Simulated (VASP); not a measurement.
# FeSi (P1) in VASP: single point with PBEsol

Aim: the single point of FeSi with PBEsol.

Program: VASP 6.6.1. These are calculated values, not measurements. Logs are shortened: lines on timing, memory, paths and dates and some standing lists are left out, and cuts for length are marked.

**1. The cell of the first run**

The typed cell holds 32 atoms: a = 4.403 Å, b = 8.806 Å, c = 8.806 Å, α = 90.00°, β = 90.00°, γ = 90.00°.

**2. Single point, PBEsol**

INCAR

```
SYSTEM = FeSi
PREC = Accurate
ENCUT = 520
EDIFF = 1E-6
ISMEAR = -1
SIGMA = 0.069
LREAL = Auto
LASPH = .True.
NELM = 80
ALGO = Normal
ISIF = 2
LWAVE = .False.
LCHARG = .False.
GGA = PS
NBANDS = 118
```

KPOINTS

```
Automatic mesh
0
Gamma
  4 2 2
  0 0 0
```

POSCAR

```
FeSi
1.0
    4.4030518947      0.0000000000      0.0000000000
    0.0000000000      8.8061037893      0.0000000000
    0.0000000000      0.0000000000      8.8061037893
Fe Si
16 16
Direct
    0.8625826111      0.3269385723      0.1793579814
    0.6757726393      0.1912900461      0.4421555881
    0.3746960153      0.4202256853      0.3028195061
    0.1356052607      0.0609908778      0.0678817800
    0.8951829536      0.3267783425      0.6918655680
    0.6302008394      0.1636935056      0.9323154935
    0.3576062780      0.4414736747      0.8194260677
    0.1286980062      0.0715231179      0.5631275895
    0.8440754479      0.8188733829      0.1788016628
    0.6425763465      0.6830307868      0.4264050356
    0.3425106122      0.9256150274      0.3096727072
    0.1428341103      0.5639949425      0.0758275187
    0.8498623431      0.8330561592      0.6874403419
    0.6412627122      0.6707875743      0.9323056140
    0.3603341587      0.9239862707      0.8092993417
    0.1358291963      0.5792520872      0.5671809145
    0.1898124346      0.1737251839      0.3203552976
    0.3283869994      0.3205135969      0.0674731998
    0.6655261101      0.0745827003      0.1765045061
    0.8801447479      0.4287655574      0.4272022100
    0.1358269251      0.1441254873      0.8254882266
    0.3586462385      0.3443843126      0.5821959544
    0.6447089582      0.0913786641      0.6796248538
    0.8367961787      0.4170780958      0.9293273388
    0.1576917594      0.6717951709      0.3311394085
    0.3378633810      0.8090112461      0.0790782185
    0.6677220869      0.5771704629      0.1791105394
    0.8204111799      0.9260054384      0.4206774175
    0.1407666807      0.6785491226      0.8368947467
    0.3338995395      0.8355191099      0.5742915506
    0.6439492579      0.5960020601      0.6694884754
    0.8188161498      0.9083909515      0.9292193456
```

Potentials or basis: VASP PAW PBE potentials, release 64 (Fe, Si).

The run is started by

```
cat potpaw_PBE.64/Fe/POTCAR potpaw_PBE.64/Si/POTCAR > POTCAR
mpirun -np 1 vasp_std > vasp.out
```

OUTCAR:

```text
SYSTEM = FeSi
   PREC = Accurate
   ENCUT = 520
   EDIFF = 1E-6
   ISMEAR = -1
   LREAL = Auto
   LASPH = .True.
   NELM = 80
   ISIF = 2
   GGA = PS

 ion  position               nearest neighbor table
   1  0.863  0.327  0.179-  18 2.28  17 2.33  24 2.34  20 2.36  27 2.36  19 2.39   3 2.54  18 2.55
                            12 2.59   3 2.63   2 2.73   6 2.80   4 2.81
   2  0.676  0.191  0.442-  23 2.27  20 2.28  22 2.30  17 2.40  28 2.43   8 2.49  17 2.51  19 2.56
                             5 2.68   3 2.71   1 2.73   8 2.84  11 3.00
   3  0.375  0.420  0.303-  27 2.18  18 2.26  17 2.32  25 2.43  20 2.44  20 2.48   1 2.54  22 2.55
                            12 2.58   1 2.63   2 2.71  10 2.82  16 2.91
   4  0.136  0.061  0.068-  21 2.26  19 2.28  32 2.29  26 2.39  18 2.44  17 2.45  19 2.52  11 2.60
                             6 2.64   9 2.67   6 2.68  15 2.76   1 2.81
   5  0.895  0.327  0.692-  24 2.25  21 2.26  22 2.26  23 2.35  20 2.50   7 2.54  22 2.56  31 2.62
                             2 2.68  16 2.70   8 2.72   7 2.81   6 2.81
   6  0.630  0.164  0.932-  18 2.26  19 2.29  23 2.32  21 2.38  32 2.40  24 2.41  21 2.42   4 2.64
                            15 2.65   4 2.68   1 2.80   5 2.81   7 2.90
   7  0.358  0.441  0.819-  22 2.26  31 2.28  29 2.30  24 2.33  18 2.43  24 2.50   5 2.54  14 2.57
                            12 2.68  16 2.71  21 2.80   5 2.81   6 2.90
   8  0.129  0.072  0.563-  28 2.25  30 2.27  17 2.34  23 2.37  21 2.40   2 2.49  23 2.50  22 2.61
                            13 2.67   5 2.72  15 2.73  11 2.74   2 2.84
   9  0.844  0.819  0.179-  27 2.27  25 2.32  28 2.33  32 2.34  26 2.35  19 2.39  26 2.40  10 2.64
[... 33 lines left out ...]
  26  0.338  0.809  0.079-  14 2.22  11 2.28  12 2.32   9 2.35   4 2.39   9 2.40  29 2.57  15 2.58
                            32 2.64  25 2.65  27 2.66  32 2.78  19 2.88
  27  0.668  0.577  0.179-   3 2.18   9 2.27  12 2.28  14 2.33   1 2.36  10 2.37  12 2.49  26 2.66
                            25 2.67  20 2.71  24 2.72  25 2.74  18 2.88
  28  0.820  0.926  0.421-   8 2.25  10 2.28  11 2.32   9 2.33   2 2.43  13 2.49  11 2.50  19 2.61
                            30 2.66  30 2.75  25 2.80  23 2.81  17 2.86
  29  0.141  0.679  0.837-  13 2.29   7 2.30  12 2.33  14 2.36  14 2.36  15 2.38  16 2.53  26 2.57
                            32 2.60  31 2.74  31 2.76  24 2.78  30 2.83
  30  0.334  0.836  0.574-  15 2.21   8 2.27  10 2.31  13 2.35  16 2.42  11 2.46  13 2.48  31 2.65
                            28 2.66  25 2.70  28 2.75  23 2.79  29 2.83
  31  0.644  0.596  0.669-  10 2.27   7 2.28  13 2.28  16 2.35  14 2.41  16 2.42   5 2.62  30 2.65
                            22 2.66  29 2.74  29 2.76  20 2.79  24 2.91
  32  0.819  0.908  0.929-  14 2.23  13 2.23  15 2.28   4 2.29   9 2.34   6 2.40  29 2.60  15 2.61
                            26 2.64  21 2.66  19 2.71  26 2.78  23 2.83

  LATTYP: Found a simple tetragonal cell.
 ALAT       =     8.8061037893
 C/A-ratio  =     0.5000000000

  Lattice vectors:

 A1 = (   0.0000000000,   8.8061037893,   0.0000000000)
 A2 = (   0.0000000000,   0.0000000000,   8.8061037893)
 A3 = (   4.4030518947,   0.0000000000,   0.0000000000)

Analysis of symmetry for initial positions (statically):
=====================================================================
 Subroutine PRICEL returns:
 Original cell was already a primitive cell.

 Routine SETGRP: Setting up the symmetry group for a
 simple tetragonal supercell.

 Subroutine GETGRP returns: Found  1 space group operations
 (whereof  1 operations were pure point group operations)
 out of a pool of 16 trial point group operations.

The static configuration has the point symmetry C_1 .

Analysis of symmetry for dynamics (positions and initial velocities):
=====================================================================
 Subroutine PRICEL returns:
 Original cell was already a primitive cell.

 Routine SETGRP: Setting up the symmetry group for a
 simple tetragonal supercell.

 Subroutine GETGRP returns: Found  1 space group operations
 (whereof  1 operations were pure point group operations)
 out of a pool of 16 trial point group operations.

The dynamic configuration has the point symmetry C_1 .

 Subroutine INISYM returns: Found  1 space group operations
 (whereof  1 operations are pure point group operations),
 and found     1 'primitive' translations

----------------------------------------------------------------------------------------

                                     Primitive cell

  volume of cell :     341.4455

  direct lattice vectors                    reciprocal lattice vectors
[... 87 lines left out ...]
     0.056778799  0.000000000  0.000000000     0.250000000  0.000000000  0.000000000
     0.000000000  0.056778799  0.000000000     0.000000000  0.500000000  0.000000000
     0.000000000  0.000000000  0.056778799     0.000000000  0.000000000  0.500000000

  Length of vectors
     0.056778799  0.056778799  0.056778799

  Shift w.r.t. Gamma in fractional coordinates (k-lattice)
     0.000000000  0.000000000  0.000000000

 Subroutine IBZKPT returns following result:
 ===========================================

 Found     12 irreducible k-points:

 Following reciprocal coordinates:
            Coordinates               Weight
  0.000000  0.000000  0.000000      1.000000
  0.250000  0.000000  0.000000      2.000000
  0.500000  0.000000  0.000000      1.000000
  0.000000  0.500000  0.000000      1.000000
  0.000000  0.000000  0.500000      1.000000
  0.250000  0.500000  0.000000      2.000000
  0.250000  0.000000  0.500000      2.000000
  0.500000  0.500000  0.000000      1.000000
  0.500000  0.000000  0.500000      1.000000
  0.000000  0.500000  0.500000      1.000000
  0.250000  0.500000  0.500000      2.000000
  0.500000  0.500000  0.500000      1.000000
   k-points           NKPTS =     12   k-points in BZ     NKDIM =     12   number of bands    NBANDS=    118
   number of dos      NEDOS =    301   number of ions     NIONS =     32
   total plane-waves  NPLWV = 176400
   dimension x,y,z NGX =    36 NGY =   70 NGZ =   70
   dimension x,y,z NGXF=    72 NGYF=  140 NGZF=  140
   ions per type =              16  16
   NGX,Y,Z   is equivalent  to a cutoff of  13.59, 13.21, 13.21 a.u.
   NGXF,Y,Z  is equivalent  to a cutoff of  27.19, 26.43, 26.43 a.u.
 SYSTEM =  FeSi
   PREC   = accura    normal or accurate (medium, high low for compatibility)
   ISTART =      0    job   : 0-new  1-cont  2-samecut
   ICHARG =      2    charge: 1-file 2-atom 10-const
   ISPIN  =      1    spin polarized calculation?
   LNONCOLLINEAR =      F non collinear calculations
   LSORBIT =      F    spin-orbit coupling
   LASPH  =      T    aspherical Exc in radial PAW
   ENCUT  =  520.0 eV  38.22 Ry    6.18 a.u.   8.19 16.37 16.37*2*pi/ulx,y,z
   NELM   =     80;   NELMIN=  2; NELMDL= -5     # of ELM steps
   EDIFF  = 0.1E-05   stopping-criterion for ELM
   LREAL  =      T    real-space projection
   EDIFFG = 0.1E-04   stopping-criterion for IOM
   NSW    =      0    number of steps for IOM
   IBRION =     -1    ionic relax: 0-MD 1-quasi-New 2-CG
   NFREE  =      0    steps in history (QN), initial steepest desc. (CG)
   ISIF   =      2    stress and relaxation
   ISYM   =      2    0-nonsym 1-usesym 2-fastsym
   POTIM  = 0.5000    time-step for ionic-motion
   TEBEG  =    0.0;   TEEND  =   0.0 temperature during run
   PSTRESS=    0.0 pullay stress
   NELECT =     192.0000    total number of electrons
   NUPDOWN=      -1.0000    fix difference up-down
   EMIN   =  10.00;   EMAX   =-10.00  energy-range for DOS
   EFERMI =   0.00;   METHOD = LEGACY
   ISMEAR =    -1;   SIGMA  =   0.07  broadening in eV -4-tet -1-fermi 0-gaus
   EFERMI_NEDOS =   21; number of points for ismear=-14 and -15
   IALGO  =     38    algorithm
   IMIX   =      4    mixing-type and parameters
     AMIX     =   0.40;   BMIX     =  1.00
     AMIX_MAG =   1.60;   BMIX_MAG =  1.00
  volume/ion in A,a.u.               =      10.67        72.01
  Fermi-wavevector in a.u.,A,eV,Ry     =   1.351247  2.553487 24.842452  1.825869
  Thomas-Fermi vector in A             =   2.478685
   LORBIT       =      0    0 simple, 1 ext, 2 COOP (PROOUT), +10 PAW based schemes
   GGA     = PS    functional components
   LHFCALC =     F    Hartree Fock is set to
   AEXX    =    0.0000 exact exchange contribution
   IVDW    =     0    specifies the selected vdW correction
   LEPSILON=     F    determine dielectric tensor
   LRPA    =     F    only Hartree local field effects (RPA)
 non-spin polarized calculation
  energy-cutoff  :      520.00
  volume of cell :      341.45
 maximum number of plane-waves:      9256
 NGX is ok and might be reduce to    36
   NGX = 17   NGY = 33   NGZ = 33

 number of electron     192.0000002 magnetization

 Free energy of the ion-electron system (eV)
  ---------------------------------------------------
  ext. energy  EPLUGINS =         0.00000000
  ---------------------------------------------------
  free energy    TOTEN  =      -253.37935849 eV

  energy without entropy =     -252.95296686  energy(sigma->0) =     -253.16616268

 E-fermi :  10.0978     XC(G=0): -13.0470

 val. band max:       10.0836392747   @ k =   0.0000   0.5000   0.0000
 cond. band min:      10.1278861209   @ k =   0.2500   0.0000   0.5000
 fundamental gap:      0.0442468462
 Fermi energy:        10.0978004449

 k-point     1 :       0.0000    0.0000    0.0000
  band No.  band energies     occupation
      1      -3.5036      2.00000
      2      -1.8082      2.00000
      3      -1.7332      2.00000
      4      -1.6631      2.00000
      5      -1.5392      2.00000
      6      -0.5230      2.00000
[... 1321 lines left out ...]
    107      11.4339      0.00000
    108      11.4542      0.00000
 [bands above 108 left out]

------------------------ aborting loop because EDIFF is reached ----------------------------------------

  FORCE on cell =-STRESS in cart. coord.  units (eV):
  Direction    XX          YY          ZZ          XY          YZ          ZX
  --------------------------------------------------------------------------------------
  -------------------------------------------------------------------------------------
  Total        5.0787144      5.9085897      6.9032334      1.9264014      0.5618856     -0.3935539
  in kB       23.8310388     27.7250929     32.3922962      9.0393242      2.6365563     -1.8466875
  external PRESSURE =      27.9828093 kB  Pullay stress =       0.0000000 kB

 VOLUME and BASIS-vectors are now :
 -----------------------------------------------------------------------------
  energy-cutoff  :      520.00
  volume of cell :      341.45
      direct lattice vectors                 reciprocal lattice vectors
     4.403051895  0.000000000  0.000000000     0.227115197  0.000000000  0.000000000
     0.000000000  8.806103789  0.000000000     0.000000000  0.113557599  0.000000000
     0.000000000  0.000000000  8.806103789     0.000000000  0.000000000  0.113557599

 POSITION                                       TOTAL-FORCE (eV/Angst)
 -----------------------------------------------------------------------------------
      3.79800      2.87906      1.57944         0.226406     -1.619302      0.595818
      2.97546      1.68452      3.89367        -1.718824      0.030410     -1.096435
      1.64981      3.70055      2.66666        -0.283399      0.732638      1.928192
      0.59708      0.53709      0.59777         0.063234     -0.321287     -0.011755
      3.94154      2.87764      6.09264        -1.331361     -0.454375     -0.669720
      2.77481      1.44150      8.21007         0.062745      1.263278     -0.026964
[... 24 lines left out ...]
      2.83534      5.24846      5.89559         0.481352     -0.660311      0.304486
      3.60529      7.99939      8.18280         0.461268      0.989781      0.116534
 -----------------------------------------------------------------------------------
    total drift:                                0.001132     -0.006068     -0.002187

  FREE ENERGIE OF THE ION-ELECTRON SYSTEM (eV)
  ---------------------------------------------------
  free  energy   TOTEN  =      -253.3793584928 eV

  energy  without entropy=     -252.9529668628  energy(sigma->0) =     -253.16616268
```

Run time: 28 min. Hardware: 1 thread of Intel Xeon Platinum 8375C at 2.90GHz (Ice Lake), shared host; peak memory 0.59 GiB.

Results:

- Free energy: -253.3794 eV
- Pressure: 2.8 GPa
- Largest force: 2.182 eV/Å
- Band gap on the k mesh: 0.04 eV (least direct gap 0.08 eV)

Forces in eV/Å, atoms in the order of the input:
```
Fe   0.226 -1.619  0.596
Fe  -1.719  0.030 -1.096
Fe  -0.283  0.733  1.928
Fe   0.063 -0.321 -0.012
Fe  -1.331 -0.454 -0.670
Fe   0.063  1.263 -0.027
Fe   0.550 -0.482  0.091
Fe   0.665  0.277  0.514
Fe   0.854 -0.250  0.451
Fe  -0.481  0.321  0.354
Fe   0.672  0.383  0.902
Fe  -0.058  0.373 -0.615
Fe   0.534 -0.940 -0.852
Fe  -0.415  0.407  0.006
Fe  -0.361 -0.238  1.090
Fe   0.484  0.201  1.165
Si  -0.567 -0.048  0.561
Si   0.506  0.072 -0.076
Si   0.003  0.454 -0.241
Si  -1.533 -1.155 -1.038
Si   0.207  1.507  0.277
Si   0.388 -0.771 -0.402
Si   0.466 -0.110 -0.800
Si  -0.241 -0.098 -0.504
Si   0.106 -0.096 -0.592
Si  -0.445  1.392  0.219
Si  -0.090  0.118 -0.630
Si   0.437 -0.120 -0.052
Si   0.409 -0.807 -0.508
Si  -0.055 -0.350 -0.460
Si   0.481 -0.660  0.304
Si   0.461  0.990  0.117
```

Stress tensor (GPa, compression positive):
```
 2.38  0.90 -0.18
 0.90  2.77  0.26
-0.18  0.26  3.24
```

Caveat: the atoms stand as in a frame of molecular dynamics; the PAW data sets were made with another functional, which shifts forces and pressure a little. Spin polarisation is off, so any magnetic state and its effect on volume and gap are missing.
